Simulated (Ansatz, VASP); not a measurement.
**Ca2AlO2: VASP beside Ansatz**

```xyz
5
Lattice="4.0054 0.0000 0.0000 0.0000 4.0054 0.0000 0.0000 0.0000 5.5896" Properties=species:S:1:pos:R:3 pbc="T T T"
Ca    0.0000    0.0000    2.7948
Ca    2.0027    2.0027    2.7948
Al    2.0027    2.0027    0.0000
O     0.0000    2.0027    0.0000
O     2.0027    0.0000    0.0000
```

Alike in both runs: task relaxation of cell and atoms; functional PBE; k mesh 10 × 10 × 8; occupations gaussian, width 0.1 eV; no spin polarisation.

|  | VASP | Ansatz |
| --- | --- | --- |
| version | VASP 6.6.1 | Ansatz 0.2.0 |
| potentials or method | VASP PAW PBE potentials, release 64 (Ca_sv, Al, O), cutoff 600 eV | scalar-relativistic, plane waves, PAW |
| valence electrons in the cell | 35 | 35 |

|  | VASP | Ansatz | Ansatz less VASP |
| --- | --- | --- | --- |
| gap on the k mesh at the Fermi level, each at its own relaxed structure (eV) | none | none | - |
| relaxed volume (Å³/atom) | 17.96 | 17.96 | -0.007 |
| relaxed cell length with the largest relative difference (Å) | 5.555 | 5.559 | +0.0045 |

A gap of «none» marks a metal or a gap that the smearing closes.
